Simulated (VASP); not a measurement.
# V (I4_1/amd) in VASP: relaxation of cell and atoms with LDA

Aim: the relaxation of cell and atoms of V with LDA.

Everything below comes from runs of VASP 6.6.1. Logs are shortened: lines on timing, memory, paths and dates and some standing lists are left out, and cuts for length are marked.

**1. The cell of the first run**

Symmetry: I4_1/amd, No. 141, tetragonal system. Conventional cell: a = 3.923 Å, b = 3.923 Å, c = 2.265 Å, α = 90.00°, β = 90.00°, γ = 90.00°. V (site symmetry -4m2) has 10 V at 2.04 to 2.60 Å within 2.7 Å.

**2. Relaxation of cell and atoms, LDA, target pressure 150 GPa, at which the enthalpy is minimised**

Contents of INCAR:

```
SYSTEM = V
ALGO     = Normal         ! electronic algorithm
EDIFF    = 1E-7           ! SCF threshold, eV
EDIFFG   = -0.005         ! ionic threshold
ENCUT    = 600            ! plane-wave cutoff, eV
GGA      = CA             ! functional
IBRION   = 2              ! ionic algorithm
ISIF     = 3              ! what is computed and relaxed
ISMEAR   = -1             ! smearing method
LASPH    = .TRUE.         ! aspherical terms in the spheres
LCHARG   = .FALSE.        ! write CHGCAR
LREAL    = .FALSE.        ! projectors in reciprocal space
LWAVE    = .FALSE.        ! write WAVECAR
NELM     = 80             ! most SCF steps
NSW      = 32             ! ionic steps
PREC     = Accurate       ! precision mode
PSTRESS  = 1500.0       
SIGMA    = 0.1            ! smearing width, eV
```

Contents of KPOINTS:

```
k-points
0
G
  20 20 20
  0 0 0
```

Contents of POSCAR:

```
V
1.0
   -1.9614752417      1.9614752417      1.1326964766
    1.9614752417     -1.9614752417      1.1326964766
    1.9614752417      1.9614752417     -1.1326964766
V
2
Direct
   -0.3750000000     -0.1250000000     -0.2500000000
    0.3750000000      0.1250000000      0.2500000000
```

Potentials or basis: VASP PAW LDA potentials, release 64 (V_sv).

Run with:

```
> cat potpaw_LDA.64/V_sv/POTCAR > POTCAR
> mpirun -np 1 vasp_std > vasp.out
```

OUTCAR:

```text
SYSTEM = V
   EDIFF = 1E-7
   EDIFFG = -0.005
   ENCUT = 600
   GGA = CA
   IBRION = 2
   ISIF = 3
   ISMEAR = -1
   LASPH = .TRUE.
   LREAL = .FALSE.
   NELM = 80
   NSW = 32
   PREC = Accurate
   PSTRESS = 1500.0

 ion  position               nearest neighbor table
   1  0.625  0.875  0.750-   2 2.04   2 2.04   2 2.04   2 2.04   2 2.60   2 2.60   2 2.60   2 2.60

   2  0.375  0.125  0.250-   1 2.04   1 2.04   1 2.04   1 2.04   1 2.60   1 2.60   1 2.60   1 2.60

  LATTYP: Found a body centered tetragonal cell.
 ALAT       =     3.9229504834
 C/A-ratio  =     0.5774717175

  Lattice vectors:

 A1 = (  -1.9614752417,   1.9614752417,   1.1326964766)
 A2 = (   1.9614752417,  -1.9614752417,   1.1326964766)
 A3 = (   1.9614752417,   1.9614752417,  -1.1326964766)

Analysis of symmetry for initial positions (statically):
=====================================================================
 Subroutine PRICEL returns:
 Original cell was already a primitive cell.

 Routine SETGRP: Setting up the symmetry group for a
 body centered tetragonal supercell.

 Subroutine GETGRP returns: Found 16 space group operations
 (whereof  4 operations were pure point group operations)
 out of a pool of 16 trial point group operations.

The static configuration has the point symmetry C_2h.
 The point group associated with its full space group is D_4h.

Analysis of symmetry for dynamics (positions and initial velocities):
=====================================================================
 Subroutine PRICEL returns:
 Original cell was already a primitive cell.

 Routine SETGRP: Setting up the symmetry group for a
 body centered tetragonal supercell.

 Subroutine GETGRP returns: Found 16 space group operations
 (whereof  4 operations were pure point group operations)
 out of a pool of 16 trial point group operations.

The dynamic configuration has the point symmetry C_2h.
 The point group associated with its full space group is D_4h.

 Subroutine INISYM returns: Found 16 space group operations
 (whereof  4 operations are pure point group operations),
 and found     1 'primitive' translations

----------------------------------------------------------------------------------------

                                     Primitive cell

  volume of cell :      17.4317

  direct lattice vectors                    reciprocal lattice vectors
    -1.961475242  1.961475242  1.132696477     0.000000000  0.254910176  0.441424521
     1.961475242 -1.961475242  1.132696477     0.254910176  0.000000000  0.441424521
     1.961475242  1.961475242 -1.132696477     0.254910176  0.254910176  0.000000000

  length of vectors
     2.996292969  2.996292969  2.996292969     0.509739940  0.509739940  0.360497429

  position of ions in fractional coordinates (direct lattice)
     0.625000000  0.875000000  0.750000000
     0.375000000  0.125000000  0.250000000

  ion indices of the primitive-cell ions
   primitive index   ion index
                 1           1
                 2           2

----------------------------------------------------------------------------------------

 KPOINTS: k-points

Automatic generation of k-mesh.
 Grid dimensions read from file:
 generate k-points for:   20   20   20

 Generating k-lattice:

  Cartesian coordinates                     Fractional coordinates (reciprocal lattice)
     0.000000000  0.012745509  0.022071226     0.050000000  0.000000000  0.000000000
     0.012745509  0.000000000  0.022071226     0.000000000  0.050000000  0.000000000
     0.012745509  0.012745509  0.000000000     0.000000000  0.000000000  0.050000000

  Length of vectors
     0.025486997  0.025486997  0.018024871

  Shift w.r.t. Gamma in fractional coordinates (k-lattice)
     0.000000000  0.000000000  0.000000000

 Subroutine IBZKPT returns following result:
 ===========================================

 Found    641 irreducible k-points:

 Following reciprocal coordinates:
            Coordinates               Weight
  0.000000  0.000000  0.000000      1.000000
  0.050000 -0.000000  0.000000      8.000000
  0.100000 -0.000000  0.000000      8.000000
  0.150000 -0.000000  0.000000      8.000000
  0.200000 -0.000000  0.000000      8.000000
  0.250000 -0.000000  0.000000      8.000000
[... 16 lines left out ...]
 -0.400000  0.050000 -0.000000     16.000000
 -0.350000  0.050000 -0.000000     16.000000
 [... further k-points ...]
   k-points           NKPTS =    641   k-points in BZ     NKDIM =    641   number of bands    NBANDS=     17
   number of dos      NEDOS =    301   number of ions     NIONS =      2
   total plane-waves  NPLWV =  13824
   dimension x,y,z NGX =    24 NGY =   24 NGZ =   24
   dimension x,y,z NGXF=    48 NGYF=   48 NGZF=   48
   ions per type =               2
   NGX,Y,Z   is equivalent  to a cutoff of  13.32, 13.32, 13.32 a.u.
   NGXF,Y,Z  is equivalent  to a cutoff of  26.63, 26.63, 26.63 a.u.
 SYSTEM =  V
   PREC   = accura    normal or accurate (medium, high low for compatibility)
   ISTART =      0    job   : 0-new  1-cont  2-samecut
   ICHARG =      2    charge: 1-file 2-atom 10-const
   ISPIN  =      1    spin polarized calculation?
   LNONCOLLINEAR =      F non collinear calculations
   LSORBIT =      F    spin-orbit coupling
   LASPH  =      T    aspherical Exc in radial PAW
   ENCUT  =  600.0 eV  44.10 Ry    6.64 a.u.   5.98  5.98  5.98*2*pi/ulx,y,z
   NELM   =     80;   NELMIN=  2; NELMDL= -5     # of ELM steps
   EDIFF  = 0.1E-06   stopping-criterion for ELM
   LREAL  =      F    real-space projection
   EDIFFG = -.5E-02   stopping-criterion for IOM
   NSW    =     32    number of steps for IOM
   IBRION =      2    ionic relax: 0-MD 1-quasi-New 2-CG
   NFREE  =      1    steps in history (QN), initial steepest desc. (CG)
   ISIF   =      3    stress and relaxation
   ISYM   =      2    0-nonsym 1-usesym 2-fastsym
   POTIM  = 0.5000    time-step for ionic-motion
   TEBEG  =    0.0;   TEEND  =   0.0 temperature during run
   PSTRESS= 1500.0 pullay stress
   NELECT =      26.0000    total number of electrons
   NUPDOWN=      -1.0000    fix difference up-down
   EMIN   =  10.00;   EMAX   =-10.00  energy-range for DOS
   EFERMI =   0.00;   METHOD = LEGACY
   ISMEAR =    -1;   SIGMA  =   0.10  broadening in eV -4-tet -1-fermi 0-gaus
   EFERMI_NEDOS =   21; number of points for ismear=-14 and -15
   IALGO  =     38    algorithm
   IMIX   =      4    mixing-type and parameters
     AMIX     =   0.40;   BMIX     =  1.00
     AMIX_MAG =   1.60;   BMIX_MAG =  1.00
  volume/ion in A,a.u.               =       8.72        58.82
  Fermi-wavevector in a.u.,A,eV,Ry     =   1.870479  3.534693 47.602600  3.498692
  Thomas-Fermi vector in A             =   2.916287
   LORBIT       =      0    0 simple, 1 ext, 2 COOP (PROOUT), +10 PAW based schemes
   GGA     = CA    functional components
   LHFCALC =     F    Hartree Fock is set to
   AEXX    =    0.0000 exact exchange contribution
   IVDW    =     0    specifies the selected vdW correction
   LEPSILON=     F    determine dielectric tensor
   LRPA    =     F    only Hartree local field effects (RPA)
 conjugate gradient relaxation of ions
 non-spin polarized calculation
  energy-cutoff  :      600.00
  volume of cell :       17.43
 maximum number of plane-waves:       612
   NGX = 11   NGY = 11   NGZ = 11

--------------------------------------- Ionic step        1  -------------------------------------------

 number of electron      26.0000014 magnetization

 Free energy of the ion-electron system (eV)
  ---------------------------------------------------
  ext. energy  EPLUGINS =         0.00000000
  ---------------------------------------------------
  free energy    TOTEN  =       -15.96187132 eV

  energy without entropy =      -15.92286408  energy(sigma->0) =      -15.94236770

------------------------ aborting loop because EDIFF is reached ----------------------------------------

  FORCE on cell =-STRESS in cart. coord.  units (eV):
  Direction    XX          YY          ZZ          XY          YZ          ZX
  --------------------------------------------------------------------------------------
  -------------------------------------------------------------------------------------
  Total       17.3694152     17.3694152     16.8312783      0.0000000      0.0000000     -0.0000000
  in kB     1596.4546118   1596.4546118   1546.9934746      0.0000000      0.0000000     -0.0000000
  external PRESSURE =      79.9675661 kB  Pullay stress =    1500.0000000 kB

 VOLUME and BASIS-vectors are now :
 -----------------------------------------------------------------------------
  energy-cutoff  :      600.00
  volume of cell :       17.43
      direct lattice vectors                 reciprocal lattice vectors
    -1.961475242  1.961475242  1.132696477     0.000000000  0.254910176  0.441424521
     1.961475242 -1.961475242  1.132696477     0.254910176  0.000000000  0.441424521
     1.961475242  1.961475242 -1.132696477     0.254910176  0.254910176  0.000000000
[... 160 lines left out ...]
  FREE ENERGIE OF THE ION-ELECTRON SYSTEM (eV)
  ---------------------------------------------------
  free  energy   TOTEN  =       -16.1484665161 eV

  energy  without entropy=      -16.1069561191  energy(sigma->0) =      -16.12771132

  enthalpy is  TOTEN    =         0.3517393858 eV   P V=       16.5002059020

--------------------------------------- Ionic step        6  -------------------------------------------

 number of electron      26.0000014 magnetization

 Free energy of the ion-electron system (eV)
  ---------------------------------------------------
  ext. energy  EPLUGINS =         0.00000000
  ---------------------------------------------------
  free energy    TOTEN  =       -16.15164673 eV

  energy without entropy =      -16.11034895  energy(sigma->0) =      -16.13099784

 E-fermi :  16.5183     XC(G=0): -15.6584

 val. band max:       16.5097116999   @ k =  -0.1500   0.4000   0.1500
 cond. band min:      16.5184441942   @ k =  -0.4000   0.5000   0.1500
 fundamental gap:      0.0087324943
 Fermi energy:        16.5183469001

 k-point     1 :       0.0000    0.0000    0.0000
  band No.  band energies     occupation
      1     -47.5658      2.00000
      2     -45.5542      2.00000
      3     -22.5094      2.00000
      4     -22.5094      2.00000
      5     -19.7560      2.00000
      6     -19.7076      2.00000
[... 9 lines left out ...]
     16      18.7847      0.00000
     17      18.7847      0.00000
[... 441 lines left out ...]
 k-point    24 :      -0.3500    0.0500   -0.0000
  band No.  band energies     occupation
      1     -46.9176      2.00000
      2     -45.6992      2.00000
      3     -22.4429      2.00000
      4     -21.9114      2.00000
      5     -21.3946      2.00000
      6     -20.6805      2.00000
[... 9 lines left out ...]
     16      19.1150      0.00000
     17      20.0882      0.00000

 [... further k-points ...]
[... 5 lines left out ...]
  --------------------------------------------------------------------------------------
  -------------------------------------------------------------------------------------
  Total       16.5065747     16.5065747     16.5038175      0.0000000     -0.0000000     -0.0000000
  in kB     1500.2931705   1500.2931705   1500.0425613      0.0000000     -0.0000000     -0.0000000
  external PRESSURE =       0.2096341 kB  Pullay stress =    1500.0000000 kB

 VOLUME and BASIS-vectors are now :
 -----------------------------------------------------------------------------
  energy-cutoff  :      600.00
  volume of cell :       17.63
      direct lattice vectors                 reciprocal lattice vectors
    -1.974506951  1.974506951  1.130352990     0.000000000  0.253227774  0.442339698
     1.974506951 -1.974506951  1.130352990     0.253227774  0.000000000  0.442339698
     1.974506951  1.974506951 -1.130352990     0.253227774  0.253227774  0.000000000

 POSITION                                       TOTAL-FORCE (eV/Angst)
 -----------------------------------------------------------------------------------
      1.97451      0.98725      0.84776        -0.000000      0.000000      0.000000
      0.00000      0.98725      0.28259         0.000000     -0.000000     -0.000000
 -----------------------------------------------------------------------------------
    total drift:                               -0.000000      0.000000      0.000000

  FREE ENERGIE OF THE ION-ELECTRON SYSTEM (eV)
  ---------------------------------------------------
  free  energy   TOTEN  =       -16.1516467300 eV

  energy  without entropy=      -16.1103489469  energy(sigma->0) =      -16.13099784

  enthalpy is  TOTEN    =         0.3517024778 eV   P V=       16.5033492078

 reached required accuracy - stopping structural energy minimisation
```

Wall time 3.8 min (1 thread of Intel Xeon 6975P-C (Granite Rapids), shared host); peak memory 0.3 GiB.

Results:

```
Free energy                                            : -16.1516 eV
Relaxed volume                                         : 8.81 Å³/atom
Relaxed cell                                           : a = 3.012 Å, b = 3.012 Å, c = 3.012 Å, α = 98.09°, β = 98.09°, γ = 135.92°
Space group after relaxing (to 0.05 Å)                 : I4_1/amd (No. 141)
Energy change on relaxing (the enthalpy is what falls) : -94.9 meV/atom
Ionic steps                                            : 6
Pressure after relaxing                                : 150.0 GPa
Band gap on the k mesh                                 : zero (band 13 reaches 17.98 eV, above the bottom of band 14 at 15.73 eV)
```

Step by step:
| step | energy change (eV) | largest force (eV/Å) | pressure (GPa) | volume (Å³) |
| --- | --- | --- | --- | --- |
| 1 | 0.0000 | 0.0000 | 158.00 | 17.43 |
| 2 | -0.9580 | 0.0000 | 117.74 | 18.55 |
| 3 | -0.2079 | 0.0000 | 149.34 | 17.65 |
| 4 | -0.2028 | 0.0000 | 149.55 | 17.64 |
| 5 | -0.1866 | 0.0000 | 150.14 | 17.62 |
| 6 | -0.1898 | 0.0000 | 150.02 | 17.63 |

Final structure:
```xyz
2
Lattice="-1.9745 1.9745 1.1304 1.9745 -1.9745 1.1304 1.9745 1.9745 -1.1304" Properties=species:S:1:pos:R:3 pbc="T T T"
V     1.9745    0.9873    0.8478
V     0.0000    0.9873    0.2826
```

Caveat: the cell is relaxed towards a set pressure, so the enthalpy falls and the energy may rise.
